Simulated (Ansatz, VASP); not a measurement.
# Ga: VASP beside Ansatz

```
CELL_PARAMETERS angstrom
1.47377 -4.13165 0.00000
1.47377 4.13165 0.00000
0.00000 0.00000 3.22198
ATOMIC_POSITIONS crystal
Ga 0.86700 0.13300 0.25000
Ga 0.13300 0.86700 0.75000
```

Change from the starting cell: volume scaled by 1.05, PAW files.

Alike in both runs: task electric field gradients; functional PBE; k mesh 12 × 12 × 10; occupations fermi-dirac, width 0.08 eV; no spin polarisation.

|  | VASP | Ansatz |
| --- | --- | --- |
| version | VASP 6.6.1 | Ansatz 0.2.0 |
| potentials or method | VASP PAW PBE potentials, release 64 (Ga_d) | PAW with Ansatz's default frozen-core files, scalar-relativistic |
| plane-wave cutoff (eV) | 520 | 420 |
| valence electrons in the cell | 26 | 26 |

|  | VASP | Ansatz | Ansatz less VASP |
| --- | --- | --- | --- |
| pressure (GPa) | -0.6 | -0.7 | -0.09 |
| traceless stress, the component that is largest in VASP (GPa) | -1.98 | -1.97 | +0.015 |
| rms of the force components (eV/Å) | 0.099 | 0.098 | -0.0008 |
| size of Vzz on the site where it differs most (V/Å²) | 25.6 | 27.1 | +1.54 |

Atom by atom the forces differ by 0.001 eV/Å (rms over components).
